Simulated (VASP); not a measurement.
# SnSe2 (P-3m1) in VASP: single point with HSE06

Aim: the single point of SnSe2 with HSE06.

All numbers are computed with VASP 6.6.1; they aren't measurements. Logs are shortened: lines on timing, memory, paths and dates and some standing lists are left out, and cuts for length are marked.

## Step 1: The cell of the first run

Symmetry: P-3m1, No. 164, trigonal system. The conventional cell has a = 3.828 Å, b = 3.828 Å, c = 6.844 Å, α = 90.00°, β = 90.00°, γ = 120.00°. Sn (site symmetry -3m) has 6 Se at 2.71 Å within 3.6 Å. Within 3.6 Å of Se (site symmetry 3m) lie 3 Sn at 2.71 Å.

## Step 2: Single point, HSE06

Contents of POSCAR:

```
SnSe2
1.0
    3.8278649816      0.0000000000      0.0000000000
   -1.9139324908      3.3150283163      0.0000000000
    0.0000000000      0.0000000000      6.8436814856
Sn Se
1 2
Direct
    0.0000000000      0.0000000000      0.0000000000
    0.6666666667      0.3333333333      0.7718547651
    0.3333333333      0.6666666667      0.2281452349
```

Contents of INCAR.step1:

```
ALGO     = Normal         # electronic algorithm
EDIFF    = 1E-5           # SCF threshold, eV
ENCUT    = 400            # plane-wave cutoff, eV
GGA      = PE             # functional
GGA_COMPAT= F            
ISIF     = 2              # what is computed and relaxed
ISMEAR   = -1             # smearing method
KPAR     = 4            
LASPH    = T              # aspherical terms in the spheres
LREAL    = F              # projectors in reciprocal space
LWAVE    = T              # write WAVECAR
NBANDS   = 20             # bands
NELM     = 120            # most SCF steps
PREC     = Accurate       # precision mode
SIGMA    = 0.05           # smearing width, eV
```

Contents of INCAR.step2:

```
ALGO     = Normal         # electronic algorithm
EDIFF    = 1E-6           # SCF threshold, eV
ENCUT    = 400            # plane-wave cutoff, eV
GGA      = PE             # functional
GGA_COMPAT= F            
HFSCREEN = 0.2079         # screening, 1/A
ISIF     = 2              # what is computed and relaxed
ISMEAR   = -1             # smearing method
ISTART   = 1            
KPAR     = 4            
LASPH    = T              # aspherical terms in the spheres
LCHARG   = T              # write CHGCAR
LHFCALC  = T              # exact exchange
LREAL    = F              # projectors in reciprocal space
LVHAR    = T            
LWAVE    = F              # write WAVECAR
NBANDS   = 20             # bands
NELM     = 120            # most SCF steps
PREC     = Accurate       # precision mode
PRECFOCK = Normal       
SIGMA    = 0.05           # smearing width, eV
```

Contents of KPOINTS:

```
k-points
0
Gamma
  6 6 4
```

Potentials or basis: VASP PAW PBE potentials, release 64 (Sn_d, Se).

Command:

```sh
cat potpaw_PBE.64/Sn_d/POTCAR potpaw_PBE.64/Se/POTCAR > POTCAR
cp INCAR.step1 INCAR
mpirun -np 4 vasp_std > vasp.out
cp INCAR.step2 INCAR
mpirun -np 4 vasp_std > vasp.out
```

OUTCAR:

```text
EDIFF = 1E-6
   ENCUT = 400
   GGA = PE
   HFSCREEN = 0.2079
   ISIF = 2
   ISMEAR = -1
   ISTART = 1
   LASPH = T
   LHFCALC = T
   LREAL = F
   NELM = 120
   PREC = Accurate
   PRECFOCK = Normal

 ion  position               nearest neighbor table
   1  0.000  0.000  0.000-   2 2.71   3 2.71   3 2.71   2 2.71   2 2.71   3 2.71
   2  0.667  0.333  0.772-   1 2.71   1 2.71   1 2.71
   3  0.333  0.667  0.228-   1 2.71   1 2.71   1 2.71

  LATTYP: Found a hexagonal cell.
 ALAT       =     3.8278649816
 C/A-ratio  =     1.7878586414

  Lattice vectors:

 A1 = (   3.8278649816,   0.0000000000,   0.0000000000)
 A2 = (  -1.9139324908,   3.3150283163,   0.0000000000)
 A3 = (   0.0000000000,   0.0000000000,   6.8436814856)

Analysis of symmetry for initial positions (statically):
=====================================================================
 Subroutine PRICEL returns:
 Original cell was already a primitive cell.

 Routine SETGRP: Setting up the symmetry group for a
 hexagonal supercell.

 Subroutine GETGRP returns: Found 12 space group operations
 (whereof 12 operations were pure point group operations)
 out of a pool of 24 trial point group operations.

The static configuration has the point symmetry D_3d.

Analysis of symmetry for dynamics (positions and initial velocities):
=====================================================================
 Subroutine PRICEL returns:
 Original cell was already a primitive cell.

 Routine SETGRP: Setting up the symmetry group for a
 hexagonal supercell.

 Subroutine GETGRP returns: Found 12 space group operations
 (whereof 12 operations were pure point group operations)
 out of a pool of 24 trial point group operations.

The dynamic configuration has the point symmetry D_3d.

 Subroutine INISYM returns: Found 12 space group operations
 (whereof 12 operations are pure point group operations),
 and found     1 'primitive' translations

----------------------------------------------------------------------------------------

                                     Primitive cell

  volume of cell :      86.8428

  direct lattice vectors                    reciprocal lattice vectors
     3.827864982  0.000000000  0.000000000     0.261242234  0.150828274  0.000000000
    -1.913932491  3.315028316  0.000000000     0.000000000  0.301656548  0.000000000
     0.000000000  0.000000000  6.843681486     0.000000000  0.000000000  0.146120184

  length of vectors
     3.827864982  3.827864982  6.843681486     0.301656548  0.301656548  0.146120184

  position of ions in fractional coordinates (direct lattice)
     0.000000000  0.000000000  0.000000000
     0.666666667  0.333333333  0.771854765
     0.333333333  0.666666667  0.228145235

  ion indices of the primitive-cell ions
   primitive index   ion index
                 1           1
                 2           2
                 3           3

----------------------------------------------------------------------------------------

 KPOINTS: k-points

Automatic generation of k-mesh.
 Grid dimensions read from file:
 generate k-points for:    6    6    4

 Generating k-lattice:

  Cartesian coordinates                     Fractional coordinates (reciprocal lattice)
     0.043540372  0.025138046  0.000000000     0.166666667 -0.000000000  0.000000000
     0.000000000  0.050276091  0.000000000     0.000000000  0.166666667  0.000000000
     0.000000000  0.000000000  0.036530046     0.000000000  0.000000000  0.250000000

  Length of vectors
     0.050276091  0.050276091  0.036530046

  Shift w.r.t. Gamma in fractional coordinates (k-lattice)
     0.000000000  0.000000000  0.000000000

 Subroutine IBZKPT returns following result:
 ===========================================

 Found     24 irreducible k-points:

 Following reciprocal coordinates:
            Coordinates               Weight
  0.000000  0.000000  0.000000      1.000000
  0.166667  0.000000  0.000000      6.000000
  0.333333 -0.000000  0.000000      6.000000
  0.500000 -0.000000  0.000000      3.000000
  0.166667  0.166667  0.000000      6.000000
  0.333333  0.166667  0.000000     12.000000
[... 16 lines left out ...]
  0.333333  0.166667  0.500000     12.000000
  0.333333  0.333333  0.500000      2.000000
   k-points           NKPTS =     24   k-points in BZ     NKDIM =    144   number of bands    NBANDS=     20
   number of dos      NEDOS =    301   number of ions     NIONS =      3
   total plane-waves  NPLWV =  37632
   dimension x,y,z NGX =    28 NGY =   28 NGZ =   48
   dimension x,y,z NGXF=    56 NGYF=   56 NGZF=   96
   ions per type =               1   2
   NGX,Y,Z   is equivalent  to a cutoff of  12.16, 12.16, 11.66 a.u.
   NGXF,Y,Z  is equivalent  to a cutoff of  24.32, 24.32, 23.32 a.u.
 SYSTEM =  unknown system
   PREC   = accura    normal or accurate (medium, high low for compatibility)
   ISTART =      1    job   : 0-new  1-cont  2-samecut
   ICHARG =      0    charge: 1-file 2-atom 10-const
   ISPIN  =      1    spin polarized calculation?
   LNONCOLLINEAR =      F non collinear calculations
   LSORBIT =      F    spin-orbit coupling
   LASPH  =      T    aspherical Exc in radial PAW
   ENCUT  =  400.0 eV  29.40 Ry    5.42 a.u.   6.24  6.24 11.16*2*pi/ulx,y,z
   NELM   =    120;   NELMIN=  2; NELMDL=  0     # of ELM steps
   EDIFF  = 0.1E-05   stopping-criterion for ELM
   LREAL  =      F    real-space projection
   EDIFFG = 0.1E-04   stopping-criterion for IOM
   NSW    =      0    number of steps for IOM
   IBRION =     -1    ionic relax: 0-MD 1-quasi-New 2-CG
   NFREE  =      0    steps in history (QN), initial steepest desc. (CG)
   ISIF   =      2    stress and relaxation
   ISYM   =      3    0-nonsym 1-usesym 2-fastsym
   POTIM  = 0.5000    time-step for ionic-motion
   TEBEG  =    0.0;   TEEND  =   0.0 temperature during run
   PSTRESS=    0.0 pullay stress
   NELECT =      26.0000    total number of electrons
   NUPDOWN=      -1.0000    fix difference up-down
   EMIN   =  10.00;   EMAX   =-10.00  energy-range for DOS
   EFERMI =   0.00;   METHOD = LEGACY
   ISMEAR =    -1;   SIGMA  =   0.05  broadening in eV -4-tet -1-fermi 0-gaus
   EFERMI_NEDOS =   21; number of points for ismear=-14 and -15
   IALGO  =     38    algorithm
   IMIX   =      1    mixing-type and parameters
     AMIX     =   0.40;   BMIX     =  1.00
     AMIX_MAG =   1.60;   BMIX_MAG =  1.00
  volume/ion in A,a.u.               =      28.95       195.35
  Fermi-wavevector in a.u.,A,eV,Ry     =   1.095186  2.069602 16.319282  1.199433
  Thomas-Fermi vector in A             =   2.231505
   LORBIT       =      0    0 simple, 1 ext, 2 COOP (PROOUT), +10 PAW based schemes
   GGA     = PE    functional components
   LHFCALC =     T    Hartree Fock is set to
   PRECFOCK=normal    Normal, Fast or Accurate (Low or Medium for compatibility)
   ENCUT4O =  -1.0   cutoff for four orbital integrals eV
   NKREDX  =     1    reduce k-point grid by
   NKREDY  =     1    reduce k-point grid by
   NKREDZ  =     1    reduce k-point grid by
   AEXX    =    0.2500 exact exchange contribution
   HFSCREEN=    0.2079 screening length (either q_TF or 0.3 A-1)
   HFSCREENC=   0.2079 screening length for correlation (either q_TF or 0.3 A-1)
   ENCUTFOCK=  -1.0 apply spherical cutoff to Coloumb kernel
   IVDW    =     0    specifies the selected vdW correction
   LEPSILON=     F    determine dielectric tensor
   LRPA    =     F    only Hartree local field effects (RPA)
 non-spin polarized calculation
  energy-cutoff  :      400.00
  volume of cell :       86.84
 maximum number of plane-waves:      1596
 NGX is ok and might be reduce to    28
  NGX = 20; NGY = 20; NGZ = 36

 number of electron      26.0000008 magnetization

 Free energy of the ion-electron system (eV)
  ---------------------------------------------------
  ext. energy  EPLUGINS =         0.00000000
  ---------------------------------------------------
  free energy    TOTEN  =       -14.57131484 eV

  energy without entropy =      -14.57131475  energy(sigma->0) =      -14.57131479

 E-fermi :   3.1476     XC(G=0):  -7.3253

 val. band max:        2.3878104823   @ k =   0.1667   0.0000   0.0000
 cond. band min:       3.8479076388   @ k =   0.5000  -0.0000   0.5000
 fundamental gap:      1.4600971565
 Fermi energy:         3.1475836177

 k-point     1 :       0.0000    0.0000    0.0000
  band No.  band energies     occupation
      1     -20.8175      2.00000
      2     -20.8175      2.00000
      3     -20.7632      2.00000
      4     -20.7529      2.00000
      5     -20.7529      2.00000
      6     -12.5479      2.00000
[... 12 lines left out ...]
     19      12.3119      0.00000
     20      12.3119      0.00000

 k-point     2 :       0.1667    0.0000    0.0000
  band No.  band energies     occupation
      1     -20.8312      2.00000
      2     -20.8104      2.00000
      3     -20.7598      2.00000
      4     -20.7537      2.00000
      5     -20.7497      2.00000
      6     -12.2555      2.00000
[... 12 lines left out ...]
     19      11.6241      0.00000
     20      12.1811      0.00000

 k-point     3 :       0.3333   -0.0000    0.0000
  band No.  band energies     occupation
      1     -20.8609      2.00000
      2     -20.8017      2.00000
      3     -20.7687      2.00000
      4     -20.7377      2.00000
      5     -20.7375      2.00000
      6     -11.4812      2.00000
[... 12 lines left out ...]
     19      11.9056      0.00000
     20      12.6581      0.00000

 k-point     4 :       0.5000   -0.0000    0.0000
  band No.  band energies     occupation
      1     -20.8762      2.00000
      2     -20.7999      2.00000
      3     -20.7731      2.00000
      4     -20.7290      2.00000
      5     -20.7289      2.00000
      6     -10.8236      2.00000
[... 12 lines left out ...]
     19      12.6665      0.00000
     20      12.9719      0.00000

 k-point     5 :       0.1667    0.1667    0.0000
  band No.  band energies     occupation
      1     -20.8472      2.00000
      2     -20.8090      2.00000
      3     -20.7612      2.00000
      4     -20.7519      2.00000
      5     -20.7368      2.00000
      6     -11.7156      2.00000
[... 12 lines left out ...]
     19      10.7249      0.00000
     20      12.4122      0.00000
[... 353 lines left out ...]
      6     -10.7931      2.00000
[... 12 lines left out ...]
     19      13.2145      0.00000
     20      13.2396      0.00000

 k-point    22 :       0.1667    0.1667    0.5000
  band No.  band energies     occupation
      1     -20.8473      2.00000
      2     -20.8090      2.00000
      3     -20.7613      2.00000
      4     -20.7519      2.00000
      5     -20.7368      2.00000
      6     -11.6653      2.00000
[... 12 lines left out ...]
     19      11.3840      0.00000
     20      12.3637      0.00000

 k-point    23 :       0.3333    0.1667    0.5000
  band No.  band energies     occupation
      1     -20.8620      2.00000
      2     -20.8121      2.00000
      3     -20.7647      2.00000
      4     -20.7400      2.00000
      5     -20.7289      2.00000
      6     -10.8653      2.00000
[... 12 lines left out ...]
     19      11.9410      0.00000
     20      13.0152      0.00000

 k-point    24 :       0.3333    0.3333    0.5000
  band No.  band energies     occupation
      1     -20.8394      2.00000
      2     -20.8394      2.00000
      3     -20.7487      2.00000
      4     -20.7487      2.00000
      5     -20.7323      2.00000
      6     -10.3719      2.00000
[... 12 lines left out ...]
     19      12.2327      0.00000
     20      12.4972      0.00000

------------------------ aborting loop because EDIFF is reached ----------------------------------------

  FORCE on cell =-STRESS in cart. coord.  units (eV):
  Direction    XX          YY          ZZ          XY          YZ          ZX
  --------------------------------------------------------------------------------------
  -------------------------------------------------------------------------------------
  Total       -0.0756064     -0.0756064     -0.0692147     -0.0000000      0.0000000      0.0000000
  in kB       -1.3948753     -1.3948753     -1.2769546     -0.0000000      0.0000000      0.0000000
  external PRESSURE =      -1.3555684 kB  Pullay stress =       0.0000000 kB

 VOLUME and BASIS-vectors are now :
 -----------------------------------------------------------------------------
  energy-cutoff  :      400.00
  volume of cell :       86.84
      direct lattice vectors                 reciprocal lattice vectors
     3.827864982  0.000000000  0.000000000     0.261242234  0.150828274  0.000000000
    -1.913932491  3.315028316  0.000000000     0.000000000  0.301656548  0.000000000
     0.000000000  0.000000000  6.843681486     0.000000000  0.000000000  0.146120184

 POSITION                                       TOTAL-FORCE (eV/Angst)
 -----------------------------------------------------------------------------------
      0.00000      0.00000      0.00000        -0.000000      0.000000      0.000000
      1.91393      1.10501      5.28233        -0.000000      0.000000      0.023392
     -0.00000      2.21002      1.56135         0.000000     -0.000000     -0.023392
 -----------------------------------------------------------------------------------
    total drift:                               -0.000000      0.000000     -0.000002

  FREE ENERGIE OF THE ION-ELECTRON SYSTEM (eV)
  ---------------------------------------------------
  free  energy   TOTEN  =       -14.5713148416 eV

  energy  without entropy=      -14.5713147475  energy(sigma->0) =      -14.57131479
```

Wall time 24 min (4 MPI ranks of Intel Xeon Platinum 8259CL at 2.50GHz (Skylake/Cascade Lake), shared host); peak memory 0.31 GiB.

What came out:

- Free energy: -14.5713 eV
- Pressure: -0.1 GPa
- Largest force: 0.023 eV/Å
- Band gap on the k mesh: 1.46 eV (least direct gap 1.88 eV)

Forces in eV/Å, atoms in the order of the input:
```
Sn   0.000  0.000  0.000
Se   0.000  0.000  0.023
Se   0.000  0.000 -0.023
```

Caveat: the PAW data sets were made with another functional, which shifts forces and pressure a little; spin-orbit coupling is left out, which moves the levels of the heavy elements; this functional lacks dispersion, which binds layers or chains, so the pressure and a relaxed spacing across them are unreliable.
